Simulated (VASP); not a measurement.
Pb2O4H4 (Pb2(OH)2(OH)2), 10 atoms in the cell. The cell holds a molecule in a box, 10 atoms: a = 12.430 Å, b = 11.770 Å, c = 13.110 Å, α = 90.00°, β = 90.00°, γ = 90.00°. 

```yaml
Program: VASP 6.6.1
Task: single point
Functional: PBE
Potentials_or_basis: VASP PAW PBE potentials, release 64 (Pb_d, O, H)
Cutoff: 520 eV
k_mesh: 1 × 1 × 1
Occupations: gaussian, width 0.01 eV
Spin: no spin polarisation
Dipole_correction: no
Further_INCAR_settings: ALGO = Normal; EDIFF = 1e-06; NBANDS = 39
```

Potentials or basis: VASP PAW PBE potentials, release 64 (Pb_d, O, H).

The run is started by

```console
$ cat potpaw_PBE.64/Pb_d/POTCAR potpaw_PBE.64/O/POTCAR potpaw_PBE.64/H/POTCAR > POTCAR
$ mpirun -np 1 vasp_gam > vasp.out
```

Hardware: 1 thread of Intel Xeon 6975P-C, with other jobs on the host.

Question: How long does it take, and how much memory?

Answer: Run time: 8.8 min on 1 thread of Intel Xeon 6975P-C (shared host), peak memory 1.4 GiB. Counts: scf iterations 26, k points 1.
